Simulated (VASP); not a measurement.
Here is a VASP 6.6.1 calculation.

Contents of INCAR:

```
SYSTEM = AlIn2Sb3
PREC     = Accurate       ! precision mode
ENCUT    = 600            ! plane-wave cutoff, eV
EDIFF    = 1E-7           ! SCF threshold, eV
ISMEAR   = 0              ! smearing method
SIGMA    = 0.1            ! smearing width, eV
LREAL    = .FALSE.        ! projectors in reciprocal space
LASPH    = .TRUE.         ! aspherical terms in the spheres
NELM     = 100            ! most SCF steps
ALGO     = Normal         ! electronic algorithm
ISIF     = 3              ! what is computed and relaxed
LWAVE    = .FALSE.        ! write WAVECAR
LCHARG   = .FALSE.        ! write CHGCAR
GGA      = PE             ! functional
IBRION   = 2              ! ionic algorithm
NSW      = 90             ! ionic steps
EDIFFG   = -0.04          ! ionic threshold
```

The input KPOINTS:

```
Automatic mesh
0
G
  6 6 2
  0 0 0
```

The input POSCAR:

```
AlIn2Sb3
1.0
    4.5268220700      0.0000000000      0.0000000000
   -2.2634110300      3.9203429100      0.0000000000
    0.0000000000      0.0000000000      8.4601908000
Al In Sb
1 2 3
Direct
    0.0000000000      0.0000000000      0.0000000000
    0.6666666700      0.3333333300      0.2480740000
    0.6666666700      0.3333333300      0.7519260000
    0.0000000000      0.0000000000      0.5000000000
    0.3333333300      0.6666666700      0.0000000000
    0.3333333300      0.6666666700      0.5000000000
```

Potentials or basis: VASP PAW PBE potentials, release 64 (Al, In_d, Sb).

Command:

```sh
$ cat potpaw_PBE.64/Al/POTCAR potpaw_PBE.64/In_d/POTCAR potpaw_PBE.64/Sb/POTCAR > POTCAR
$ mpirun -np 1 vasp_std > vasp.out
```

Problem. Predict the relaxed cell.

Solution. a = 5.296 Å, b = 5.296 Å, c = 6.580 Å, α = 90.00°, β = 90.00°, γ = 120.00°.

Problem. What does it give for the relaxed volume?

Solution. 26.64 Å³/atom.

Forces in eV/Å, atoms in the order of the input:
```
Al   0.000  0.000  0.000
In   0.000  0.000  0.032
In   0.000  0.000 -0.032
Sb   0.000  0.000  0.000
Sb   0.000  0.000  0.000
Sb   0.000  0.000  0.000
```

Caveat: the k points lie up to 0.48 Å⁻¹ apart in the final cell; the highest band is partly filled, so the run has too few bands; a cell axis changed by over 15 % at a fixed basis, so the end point is rough.
